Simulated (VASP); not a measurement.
Zn3CdTe4, 8 atoms in the cell. Symmetry: P-43m, No. 215, cubic system. Conventional cell: a = 6.288 Å, b = 6.288 Å, c = 6.288 Å, α = 90.00°, β = 90.00°, γ = 90.00°. Zn (site symmetry -42m) has 4 Te at 2.69 Å within 3.5 Å. Cd (site symmetry -43m) has 4 Te at 2.82 Å within 3.7 Å. Within 3.5 Å of Te (site symmetry 3m) lie 3 Zn at 2.69 Å and 1 Cd at 2.82 Å. 

```yaml
Program: VASP 6.6.1
Task: single point
Functional: PBE
Potentials_or_basis: VASP PAW PBE potentials, release 64 (Zn, Cd, Te)
Cutoff: 520 eV
k_mesh: 4 × 4 × 4
Occupations: gaussian, width 0.02 eV
Spin: no spin polarisation
Dipole_correction: no
k_mesh_for_the_DOS: 6 × 6 × 6
Occupations_for_the_DOS: tetrahedron
Further_INCAR_settings: ALGO = Normal; EDIFF = 1e-06
```

Potentials or basis: VASP PAW PBE potentials, release 64 (Zn, Cd, Te).

The run is started by

```console
$ cat potpaw_PBE.64/Zn/POTCAR potpaw_PBE.64/Cd/POTCAR potpaw_PBE.64/Te/POTCAR > POTCAR
$ cp INCAR.step1 INCAR
$ cp KPOINTS.step1 KPOINTS
$ mpirun -np 1 vasp_std > vasp.out
$ cp INCAR.step2 INCAR
$ cp KPOINTS.step2 KPOINTS
$ mpirun -np 1 vasp_std > vasp.out
```

Hardware: 1 thread of Intel(R) Xeon(R) 6975P-C (Granite Rapids) (shared host).

How long does it take, and how much memory?

It took 120 s on 1 thread of Intel(R) Xeon(R) 6975P-C (Granite Rapids) (shared host), peak memory 0.42 GiB. Counts: k points 20.
